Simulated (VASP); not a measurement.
A run of VASP 6.6.1 is set up as follows.

File POSCAR:

```
GaN
1.0
    0.0000000000      2.2262343911      2.2262343911
    2.2262343911      0.0000000000      2.2262343911
    2.2262343911      2.2262343911      0.0000000000
Ga N
1 1
Direct
    0.0000000000      0.0000000000      0.0000000000
    0.7500000000      0.7500000000      0.7500000000
```

The input INCAR.step1:

```
SYSTEM = GaN
PREC = Accurate
ENCUT = 520
ISMEAR = 0
SIGMA = 0.01
LREAL = .False.
LASPH = .True.
NELM = 100
NBANDS = 16
GGA = PE
ALGO = Normal
EDIFF = 1E-4
LWAVE = .True.
LCHARG = .False.
```

The input INCAR.step2:

```
SYSTEM = GaN
PREC = Accurate
ENCUT = 520
EDIFF = 1E-6
ISMEAR = 0
SIGMA = 0.01
LREAL = .False.
LASPH = .True.
NELM = 100
ALGO = Normal
ISIF = 2
LWAVE = .False.
LCHARG = .True.
METAGGA = R2SCAN
LMIXTAU = .True.
LELF = .True.
LVHAR = .True.
NBANDS = 16
ISTART = 1
```

Contents of KPOINTS:

```
regular mesh
0
Gamma
  8 8 8
  0 0 0
```

Potentials or basis: VASP PAW PBE potentials, release 64 (Ga_d, N).

Launch:

```sh
$ cat potpaw_PBE.64/Ga_d/POTCAR potpaw_PBE.64/N/POTCAR > POTCAR
$ cp INCAR.step1 INCAR
$ mpirun -np 1 vasp_std > vasp.out
$ cp INCAR.step2 INCAR
$ mpirun -np 1 vasp_std > vasp.out
```

(1) Estimate the pressure.

(2) What does it give for the band gap on the k mesh?

Answers

(1) 7.6 GPa.

(2) 2.36 eV, direct.

Caveat: the PAW data sets were made with another functional, which shifts forces and pressure a little.
